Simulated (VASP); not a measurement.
GeSb4Te4: single point with PBEsol

GeSb4Te4:

```xyz
9
Lattice="4.1437 0.0000 0.0000 -2.0719 3.5886 0.0000 0.0000 0.0000 16.4076" Properties=species:S:1:pos:R:3 pbc="T T T"
Ge    0.0000    0.0000    0.0000
Sb    0.0000    2.3924    8.9934
Sb    2.0719    1.1962    7.4141
Sb    2.0719    1.1962   12.8872
Sb    0.0000    2.3924    3.5204
Te    0.0000    2.3924   14.8118
Te    2.0719    1.1962    1.5957
Te    0.0000    0.0000   11.1609
Te    0.0000    0.0000    5.2467
```

This cell differs from its parent crystal: volume scaled by 0.91, then relaxed in part.

| Property | Result |
| --- | --- |
| Program | VASP 6.6.1 |
| Task | single point |
| Functional | PBEsol |
| Potentials or basis | VASP PAW PBE potentials, release 64 (Ge_d, Sb, Te) |
| Cutoff | 520 eV |
| k mesh | 12 × 12 × 2 |
| Occupations | gaussian, width 0.1 eV |
| Spin | no spin polarisation |
| Dipole correction | no |
| Further INCAR settings | ALGO = Normal; EDIFF = 1e-06; NBANDS = 39 |

```
Pressure               : 5.8 GPa
Largest force          : 0.080 eV/Å
Band gap on the k mesh : zero (band 29 reaches 8.21 eV, above the bottom of band 30 at 8.00 eV)
```

Forces on the atoms (eV/Å):
```
Ge   0.000  0.000  0.000
Sb   0.000  0.000  0.080
Sb   0.000  0.000 -0.080
Sb   0.000  0.000  0.028
Sb   0.000  0.000 -0.028
Te   0.000  0.000 -0.001
Te   0.000  0.000  0.001
Te   0.000  0.000 -0.034
Te   0.000  0.000  0.034
```

Levels at points of the mesh, in eV from the Fermi level:
| k point | band 25 | band 26 | band 27 | band 28 | band 29 | band 30 | band 31 | band 32 | band 33 | band 34 |
| --- | --- | --- | --- | --- | --- | --- | --- | --- | --- | --- |
| (0.00, 0.00, 0.00) | -1.15 | -1.15 | -1.06 | -0.79 | -0.14 | -0.14 | 0.10 | 0.53 | 0.84 | 0.84 |
| (0.50, 0.00, 0.00) | -2.22 | -2.10 | -2.05 | -1.24 | -0.79 | 0.04 | 0.80 | 1.12 | 1.28 | 1.28 |
| (0.00, 0.00, 0.50) | -1.40 | -1.22 | -1.22 | -0.64 | -0.06 | 0.14 | 0.14 | 0.39 | 0.39 | 0.81 |
| (0.50, 0.00, 0.50) | -2.86 | -2.39 | -2.26 | -1.53 | -0.23 | 0.11 | 0.13 | 1.56 | 1.60 | 1.64 |

Wall time 6.1 min on 1 thread of Intel Xeon 6975P-C, with other jobs on the host, peak memory 0.56 GiB.

Caveat: the PAW data sets were made with another functional, which shifts forces and pressure a little; spin-orbit coupling is left out, which moves the levels of the heavy elements.
